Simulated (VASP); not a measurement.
# NbAl3N4 (Pm-3m) in VASP: further runs

NbAl3N4 is run at these levels: PBE; tasks: single point, relaxation of cell and atoms.

Program: VASP 6.6.1. These are calculated values, not measurements. Logs are shortened: lines on timing, memory, paths and dates and some standing lists are left out, and cuts for length are marked.

## (1) The cell of the first run

It takes space group Pm-3m (No. 221, cubic). Conventional cell: a = 4.216 Å, b = 4.216 Å, c = 4.216 Å, α = 90.00°, β = 90.00°, γ = 90.00°. Al (site symmetry 4/mmm) has 6 N at 2.11 Å within 2.8 Å. Nb (site symmetry m-3m) has 6 N at 2.11 Å within 2.8 Å. Within 2.8 Å of N (site symmetry 4/mmm) lie 4 Al at 2.11 Å and 2 Nb at 2.11 Å. N (site symmetry m-3m) has 6 Al at 2.11 Å within 2.8 Å.

## (2) Single point, PBE

File INCAR:

```
SYSTEM = NbAl3N4
PREC = Accurate ; ENCUT = 520
EDIFF = 1E-6 ; ISMEAR = 0
SIGMA = 0.1 ; LREAL = .False.
LASPH = .True. ; NELM = 100
ALGO = Normal ; ISIF = 2
LWAVE = .False. ; LCHARG = .False.
GGA = PE ; NBANDS = 31
```

File KPOINTS:

```
Automatic mesh
0
Gamma
  10 10 10
  0 0 0
```

File POSCAR:

```
NbAl3N4
1.0
    4.2159950271      0.0000000000      0.0000000000
    0.0000000000      4.2159950271      0.0000000000
    0.0000000000      0.0000000000      4.2159950271
Al Nb N
3 1 4
Direct
    0.0000000000      0.5000000000      0.5000000000
    0.5000000000      0.0000000000      0.5000000000
    0.5000000000      0.5000000000      0.0000000000
    0.0000000000      0.0000000000      0.0000000000
    0.5000000000      0.0000000000      0.0000000000
    0.0000000000      0.5000000000      0.0000000000
    0.0000000000      0.0000000000      0.5000000000
    0.5000000000      0.5000000000      0.5000000000
```

Potentials or basis: VASP PAW PBE potentials, release 64 (Al, Nb_sv, N).

The run is started by

```sh
$ cat potpaw_PBE.64/Al/POTCAR potpaw_PBE.64/Nb_sv/POTCAR potpaw_PBE.64/N/POTCAR > POTCAR
$ mpirun -np 1 vasp_std > vasp.out
```

OUTCAR:

```text
SYSTEM = NbAl3N4
   PREC = Accurate
   ENCUT = 520
   EDIFF = 1E-6
   ISMEAR = 0
   LREAL = .False.
   LASPH = .True.
   NELM = 100
   ISIF = 2
   GGA = PE

 ion  position               nearest neighbor table
   1  0.000  0.500  0.500-   6 2.11   7 2.11   8 2.11   6 2.11   7 2.11   8 2.11   3 2.98   4 2.98
                             2 2.98   2 2.98   4 2.98   3 2.98   4 2.98   2 2.98   3 2.98   4 2.98
   2  0.500  0.000  0.500-   5 2.11   7 2.11   8 2.11   5 2.11   8 2.11   7 2.11   3 2.98   4 2.98
                             1 2.98   1 2.98   3 2.98   3 2.98   3 2.98   1 2.98   4 2.98   4 2.98
   3  0.500  0.500  0.000-   5 2.11   6 2.11   8 2.11   8 2.11   5 2.11   6 2.11   1 2.98   2 2.98
                             1 2.98   2 2.98   4 2.98   2 2.98   2 2.98   1 2.98   4 2.98   4 2.98
   4  0.000  0.000  0.000-   5 2.11   6 2.11   7 2.11   7 2.11   6 2.11   5 2.11   1 2.98   2 2.98
                             1 2.98   1 2.98   3 2.98   2 2.98   1 2.98   2 2.98   3 2.98   3 2.98
   5  0.500  0.000  0.000-   2 2.11   3 2.11   4 2.11   2 2.11   3 2.11   4 2.11
   6  0.000  0.500  0.000-   1 2.11   3 2.11   4 2.11   1 2.11   4 2.11   3 2.11
   7  0.000  0.000  0.500-   1 2.11   2 2.11   4 2.11   4 2.11   1 2.11   2 2.11
   8  0.500  0.500  0.500-   1 2.11   2 2.11   3 2.11   3 2.11   2 2.11   1 2.11

  LATTYP: Found a simple cubic cell.
 ALAT       =     4.2159950271

  Lattice vectors:

 A1 = (   4.2159950271,   0.0000000000,   0.0000000000)
 A2 = (   0.0000000000,   4.2159950271,   0.0000000000)
 A3 = (   0.0000000000,   0.0000000000,   4.2159950271)

Analysis of symmetry for initial positions (statically):
=====================================================================
 Subroutine PRICEL returns:
 Original cell was already a primitive cell.

 Routine SETGRP: Setting up the symmetry group for a
 simple cubic supercell.

 Subroutine GETGRP returns: Found 48 space group operations
 (whereof 48 operations were pure point group operations)
 out of a pool of 48 trial point group operations.

The static configuration has the point symmetry O_h .

Analysis of symmetry for dynamics (positions and initial velocities):
=====================================================================
 Subroutine PRICEL returns:
 Original cell was already a primitive cell.

 Routine SETGRP: Setting up the symmetry group for a
 simple cubic supercell.

 Subroutine GETGRP returns: Found 48 space group operations
 (whereof 48 operations were pure point group operations)
 out of a pool of 48 trial point group operations.

The dynamic configuration has the point symmetry O_h .

 Subroutine INISYM returns: Found 48 space group operations
 (whereof 48 operations are pure point group operations),
 and found     1 'primitive' translations

----------------------------------------------------------------------------------------

                                     Primitive cell

  volume of cell :      74.9377

  direct lattice vectors                    reciprocal lattice vectors
     4.215995027  0.000000000  0.000000000     0.237191931  0.000000000  0.000000000
     0.000000000  4.215995027  0.000000000     0.000000000  0.237191931  0.000000000
     0.000000000  0.000000000  4.215995027     0.000000000  0.000000000  0.237191931

  length of vectors
     4.215995027  4.215995027  4.215995027     0.237191931  0.237191931  0.237191931

  position of ions in fractional coordinates (direct lattice)
     0.000000000  0.500000000  0.500000000
     0.500000000  0.000000000  0.500000000
     0.500000000  0.500000000  0.000000000
     0.000000000  0.000000000  0.000000000
     0.500000000  0.000000000  0.000000000
     0.000000000  0.500000000  0.000000000
     0.000000000  0.000000000  0.500000000
     0.500000000  0.500000000  0.500000000

  ion indices of the primitive-cell ions
   primitive index   ion index
                 1           1
                 2           2
                 3           3
                 4           4
                 5           5
                 6           6
                 7           7
                 8           8

----------------------------------------------------------------------------------------

 KPOINTS: Automatic mesh

Automatic generation of k-mesh.
 Grid dimensions read from file:
 generate k-points for:   10   10   10

 Generating k-lattice:

  Cartesian coordinates                     Fractional coordinates (reciprocal lattice)
     0.023719193  0.000000000  0.000000000     0.100000000  0.000000000  0.000000000
     0.000000000  0.023719193  0.000000000     0.000000000  0.100000000  0.000000000
     0.000000000  0.000000000  0.023719193     0.000000000  0.000000000  0.100000000

  Length of vectors
     0.023719193  0.023719193  0.023719193

  Shift w.r.t. Gamma in fractional coordinates (k-lattice)
     0.000000000  0.000000000  0.000000000

 Subroutine IBZKPT returns following result:
 ===========================================

 Found     56 irreducible k-points:

 Following reciprocal coordinates:
            Coordinates               Weight
  0.000000  0.000000  0.000000      1.000000
  0.100000  0.000000  0.000000      6.000000
  0.200000  0.000000  0.000000      6.000000
  0.300000  0.000000  0.000000      6.000000
  0.400000  0.000000  0.000000      6.000000
  0.500000  0.000000  0.000000      3.000000
[... 16 lines left out ...]
  0.200000  0.100000  0.100000     24.000000
  0.300000  0.100000  0.100000     24.000000
 [... further k-points ...]
   k-points           NKPTS =     56   k-points in BZ     NKDIM =     56   number of bands    NBANDS=     31
   number of dos      NEDOS =    301   number of ions     NIONS =      8
   total plane-waves  NPLWV =  32768
   dimension x,y,z NGX =    32 NGY =   32 NGZ =   32
   dimension x,y,z NGXF=    64 NGYF=   64 NGZF=   64
   ions per type =               3   1   4
   NGX,Y,Z   is equivalent  to a cutoff of  12.62, 12.62, 12.62 a.u.
   NGXF,Y,Z  is equivalent  to a cutoff of  25.24, 25.24, 25.24 a.u.
 SYSTEM =  NbAl3N4
   PREC   = accura    normal or accurate (medium, high low for compatibility)
   ISTART =      0    job   : 0-new  1-cont  2-samecut
   ICHARG =      2    charge: 1-file 2-atom 10-const
   ISPIN  =      1    spin polarized calculation?
   LNONCOLLINEAR =      F non collinear calculations
   LSORBIT =      F    spin-orbit coupling
   LASPH  =      T    aspherical Exc in radial PAW
   ENCUT  =  520.0 eV  38.22 Ry    6.18 a.u.   7.84  7.84  7.84*2*pi/ulx,y,z
   NELM   =    100;   NELMIN=  2; NELMDL= -5     # of ELM steps
   EDIFF  = 0.1E-05   stopping-criterion for ELM
   LREAL  =      F    real-space projection
   EDIFFG = 0.1E-04   stopping-criterion for IOM
   NSW    =      0    number of steps for IOM
   IBRION =     -1    ionic relax: 0-MD 1-quasi-New 2-CG
   NFREE  =      0    steps in history (QN), initial steepest desc. (CG)
   ISIF   =      2    stress and relaxation
   ISYM   =      2    0-nonsym 1-usesym 2-fastsym
   POTIM  = 0.5000    time-step for ionic-motion
   TEBEG  =    0.0;   TEEND  =   0.0 temperature during run
   PSTRESS=    0.0 pullay stress
   NELECT =      42.0000    total number of electrons
   NUPDOWN=      -1.0000    fix difference up-down
   EMIN   =  10.00;   EMAX   =-10.00  energy-range for DOS
   EFERMI =   0.00;   METHOD = LEGACY
   ISMEAR =     0;   SIGMA  =   0.10  broadening in eV -4-tet -1-fermi 0-gaus
   EFERMI_NEDOS =   21; number of points for ismear=-14 and -15
   IALGO  =     38    algorithm
   IMIX   =      4    mixing-type and parameters
     AMIX     =   0.40;   BMIX     =  1.00
     AMIX_MAG =   1.60;   BMIX_MAG =  1.00
  volume/ion in A,a.u.               =       9.37        63.21
  Fermi-wavevector in a.u.,A,eV,Ry     =   1.349764  2.550684 24.787949  1.821863
  Thomas-Fermi vector in A             =   2.477324
   LORBIT       =      0    0 simple, 1 ext, 2 COOP (PROOUT), +10 PAW based schemes
   GGA     = PE    functional components
   LHFCALC =     F    Hartree Fock is set to
   AEXX    =    0.0000 exact exchange contribution
   IVDW    =     0    specifies the selected vdW correction
   LEPSILON=     F    determine dielectric tensor
   LRPA    =     F    only Hartree local field effects (RPA)
 non-spin polarized calculation
 Gauss-broadening in eV      SIGMA  =   0.10
  energy-cutoff  :      520.00
  volume of cell :       74.94
 maximum number of plane-waves:      2040
 NGX is ok and might be reduce to    32
   NGX = 15   NGY = 15   NGZ = 15

 number of electron      41.9999993 magnetization

 Free energy of the ion-electron system (eV)
  ---------------------------------------------------
  ext. energy  EPLUGINS =         0.00000000
  ---------------------------------------------------
  free energy    TOTEN  =       -61.94865018 eV

  energy without entropy =      -61.93487692  energy(sigma->0) =      -61.94176355

 E-fermi :  12.7174     XC(G=0): -12.3291

 val. band max:       12.7163587313   @ k =   0.3000   0.2000   0.2000
 cond. band min:      12.7291471851   @ k =   0.3000   0.2000   0.1000
 fundamental gap:      0.0127884538
 Fermi energy:        12.7173572784

 k-point     1 :       0.0000    0.0000    0.0000
  band No.  band energies     occupation
      1     -43.2532      2.00000
      2     -19.5452      2.00000
      3     -19.5452      2.00000
      4     -19.5452      2.00000
      5      -6.7131      2.00000
      6      -4.1592      2.00000
[... 23 lines left out ...]
     30      18.0718      0.00000
     31      18.0718      0.00000

 k-point     2 :       0.1000    0.0000    0.0000
  band No.  band energies     occupation
      1     -43.2531      2.00000
      2     -19.5530      2.00000
      3     -19.5447      2.00000
      4     -19.5447      2.00000
      5      -6.6448      2.00000
      6      -4.1507      2.00000
[... 23 lines left out ...]
     30      18.2257      0.00000
     31      18.2257      0.00000

 k-point     3 :       0.2000    0.0000    0.0000
  band No.  band energies     occupation
      1     -43.2528      2.00000
      2     -19.5734      2.00000
      3     -19.5437      2.00000
      4     -19.5437      2.00000
      5      -6.4466      2.00000
      6      -4.2047      2.00000
[... 703 lines left out ...]
     30      18.6937      0.00000
     31      18.7085      0.00000

 k-point    24 :       0.3000    0.1000    0.1000
  band No.  band energies     occupation
      1     -43.2521      2.00000
      2     -19.5974      2.00000
      3     -19.5499      2.00000
      4     -19.5495      2.00000
      5      -6.0093      2.00000
      6      -4.3640      2.00000
[... 23 lines left out ...]
     30      18.9763      0.00000
     31      19.1616      0.00000

 [... further k-points ...]
[... 5 lines left out ...]
  --------------------------------------------------------------------------------------
  -------------------------------------------------------------------------------------
  Total       -0.1596753     -0.1596753     -0.1596753     -0.0000000     -0.0000000     -0.0000000
  in kB       -3.4138791     -3.4138791     -3.4138791     -0.0000000     -0.0000000     -0.0000000
  external PRESSURE =      -3.4138791 kB  Pullay stress =       0.0000000 kB

 VOLUME and BASIS-vectors are now :
 -----------------------------------------------------------------------------
  energy-cutoff  :      520.00
  volume of cell :       74.94
      direct lattice vectors                 reciprocal lattice vectors
     4.215995027  0.000000000  0.000000000     0.237191931  0.000000000  0.000000000
     0.000000000  4.215995027  0.000000000     0.000000000  0.237191931  0.000000000
     0.000000000  0.000000000  4.215995027     0.000000000  0.000000000  0.237191931

 POSITION                                       TOTAL-FORCE (eV/Angst)
 -----------------------------------------------------------------------------------
      0.00000      2.10800      2.10800         0.000000      0.000000      0.000000
      2.10800      0.00000      2.10800         0.000000      0.000000      0.000000
      2.10800      2.10800      0.00000         0.000000      0.000000      0.000000
      0.00000      0.00000      0.00000         0.000000      0.000000      0.000000
      2.10800      0.00000      0.00000         0.000000      0.000000      0.000000
      0.00000      2.10800      0.00000         0.000000      0.000000      0.000000
      0.00000      0.00000      2.10800         0.000000      0.000000      0.000000
      2.10800      2.10800      2.10800         0.000000      0.000000      0.000000
 -----------------------------------------------------------------------------------
    total drift:                                0.000000      0.000000      0.000000

  FREE ENERGIE OF THE ION-ELECTRON SYSTEM (eV)
  ---------------------------------------------------
  free  energy   TOTEN  =       -61.9486501843 eV

  energy  without entropy=      -61.9348769184  energy(sigma->0) =      -61.94176355
```

Run time: 78 s. Hardware: 1 thread of Intel Xeon Platinum 8375C at 2.90GHz (Ice Lake), shared host; peak memory 0.24 GiB.

What came out:

```
Free energy            : -61.9487 eV
Pressure               : -0.3 GPa
Band gap on the k mesh : zero (band 21 reaches 14.63 eV, above the bottom of band 22 at 10.52 eV)
```

## (3) Relaxation of cell and atoms, PBE

File INCAR:

```
SYSTEM = NbAl3N4
PREC = Accurate
ENCUT = 600
EDIFF = 1E-6
ISMEAR = 0
SIGMA = 0.1
LREAL = .False.
LASPH = .True.
NELM = 100
ALGO = Normal
ISIF = 3
LWAVE = .False.
LCHARG = .False.
GGA = PE
IBRION = 2
NSW = 100
EDIFFG = -0.01
```

File KPOINTS:

```
regular mesh
0
Gamma
  10 10 10
  0 0 0
```

Edit POSCAR of step 2 so:

```diff
@@ -2,5 +2,5 @@
 1.0
-    4.2159950271      0.0000000000      0.0000000000
-    0.0000000000      4.2159950271      0.0000000000
-    0.0000000000      0.0000000000      4.2159950271
+    4.2154750708      0.0000000000      0.0000000000
+    0.0000000000      4.2154750708      0.0000000000
+    0.0000000000      0.0000000000      4.2154750708
 Al Nb N
```

Potentials or basis: VASP PAW PBE potentials, release 64 (Al, Nb_sv, N).

The run is started by

```sh
$ cat potpaw_PBE.64/Al/POTCAR potpaw_PBE.64/Nb_sv/POTCAR potpaw_PBE.64/N/POTCAR > POTCAR
$ mpirun -np 1 vasp_std > vasp.out
```

OUTCAR:

```text
SYSTEM = NbAl3N4
   PREC = Accurate
   ENCUT = 600
   EDIFF = 1E-6
   ISMEAR = 0
   LREAL = .False.
   LASPH = .True.
   NELM = 100
   ISIF = 3
   GGA = PE
   IBRION = 2
   NSW = 100
   EDIFFG = -0.01

 ion  position               nearest neighbor table
   1  0.000  0.500  0.500-   6 2.11   7 2.11   8 2.11   6 2.11   7 2.11   8 2.11   3 2.98   4 2.98
                             2 2.98   2 2.98   4 2.98   3 2.98   4 2.98   2 2.98   3 2.98   4 2.98
   2  0.500  0.000  0.500-   5 2.11   7 2.11   8 2.11   5 2.11   8 2.11   7 2.11   3 2.98   4 2.98
                             1 2.98   1 2.98   3 2.98   3 2.98   3 2.98   1 2.98   4 2.98   4 2.98
   3  0.500  0.500  0.000-   5 2.11   6 2.11   8 2.11   8 2.11   5 2.11   6 2.11   1 2.98   2 2.98
                             1 2.98   2 2.98   4 2.98   2 2.98   2 2.98   1 2.98   4 2.98   4 2.98
   4  0.000  0.000  0.000-   5 2.11   6 2.11   7 2.11   7 2.11   6 2.11   5 2.11   1 2.98   2 2.98
                             1 2.98   1 2.98   3 2.98   2 2.98   1 2.98   2 2.98   3 2.98   3 2.98
[... 290 lines left out ...]
  ext. energy  EPLUGINS =         0.00000000
  ---------------------------------------------------
  free energy    TOTEN  =       -61.95626155 eV

  energy without entropy =      -61.94251891  energy(sigma->0) =      -61.94939023

 E-fermi :  12.7465     XC(G=0): -12.3385

 val. band max:       12.7463336927   @ k =   0.3000   0.2000   0.2000
 cond. band min:      12.7586907466   @ k =   0.3000   0.2000   0.1000
 fundamental gap:      0.0123570539
 Fermi energy:        12.7465387252

 k-point     1 :       0.0000    0.0000    0.0000
  band No.  band energies     occupation
      1     -43.2222      2.00000
      2     -19.5168      2.00000
      3     -19.5168      2.00000
      4     -19.5168      2.00000
      5      -6.7034      2.00000
      6      -4.1444      2.00000
[... 685 lines left out ...]
     25      15.1038      0.00000
     26      15.1383      0.00000

 [... further k-points ...]
[... 5 lines left out ...]
  --------------------------------------------------------------------------------------
  -------------------------------------------------------------------------------------
  Total        0.0039692      0.0039692      0.0039692      0.0000000     -0.0000000      0.0000000
  in kB        0.0850269      0.0850269      0.0850269      0.0000000     -0.0000000      0.0000000
  external PRESSURE =       0.0850269 kB  Pullay stress =       0.0000000 kB
[... 23 lines left out ...]
  FREE ENERGIE OF THE ION-ELECTRON SYSTEM (eV)
  ---------------------------------------------------
  free  energy   TOTEN  =       -61.9562615496 eV

  energy  without entropy=      -61.9425189111  energy(sigma->0) =      -61.94939023

 reached required accuracy - stopping structural energy minimisation
```

OSZICAR:

```text
N       E                     dE             d eps       ncg     rms          rms(c)
DAV:   1     0.332697960852E+03    0.33270E+03   -0.23773E+04  2912   0.176E+03
[... 24 lines left out ...]
       N       E                     dE             d eps       ncg     rms          rms(c)
DAV:   1    -0.619567718469E+02   -0.67719E-03   -0.17141E-02  3942   0.131E+00    0.177E-01
DAV:   2    -0.619563265782E+02    0.44527E-03   -0.20038E-03  4014   0.369E-01    0.640E-02
DAV:   3    -0.619562598354E+02    0.66743E-04   -0.29173E-04  5568   0.133E-01    0.185E-02
DAV:   4    -0.619562598024E+02    0.33005E-07   -0.50060E-05  4522   0.347E-02    0.102E-02
DAV:   5    -0.619562616783E+02   -0.18759E-05   -0.93476E-06  4630   0.171E-02    0.917E-03
DAV:   6    -0.619562615496E+02    0.12869E-06   -0.37065E-06  3724   0.117E-02
   3 F= -.61956262E+02 E0= -.61949390E+02  d E =-.142417E-03
```

It took 3.9 min on 1 thread of Intel Xeon Platinum 8375C at 2.90GHz (Ice Lake), shared host; peak memory 0.29 GiB.

Results:

```yaml
Free_energy: -61.9563 eV
Relaxed_volume: 9.35 Å³/atom
Relaxed_cell: a = 4.213 Å, b = 4.213 Å, c = 4.213 Å, α = 90.00°, β = 90.00°, γ = 90.00°
Space_group_after_relaxing_to_0.05_Å: Pm-3m (No. 221)
Energy_gained_by_relaxing: 0.0 meV/atom
Ionic_steps: 3
Pressure_after_relaxing: 0.0 GPa
Band_gap_on_the_k_mesh: zero (band 21 reaches 14.66 eV, above the bottom of band 22 at 10.54 eV)
```

The path:
```csv
step,energy change (eV),largest force (eV/Å),pressure (GPa),volume (Å³)
1,0.0000,0.0000,-0.38,74.91
2,0.0000,0.0000,0.43,74.67
3,-0.0001,0.0000,0.01,74.79
```

Final structure:
```
CELL_PARAMETERS angstrom
4.21327 0.00000 0.00000
0.00000 4.21327 0.00000
0.00000 0.00000 4.21327
ATOMIC_POSITIONS crystal
Al 0.00000 0.50000 0.50000
Al 0.50000 0.00000 0.50000
Al 0.50000 0.50000 0.00000
Nb 0.00000 0.00000 0.00000
N 0.50000 0.00000 0.00000
N 0.00000 0.50000 0.00000
N 0.00000 0.00000 0.50000
N 0.50000 0.50000 0.50000
```

(Part 1 of 2 ends here.)
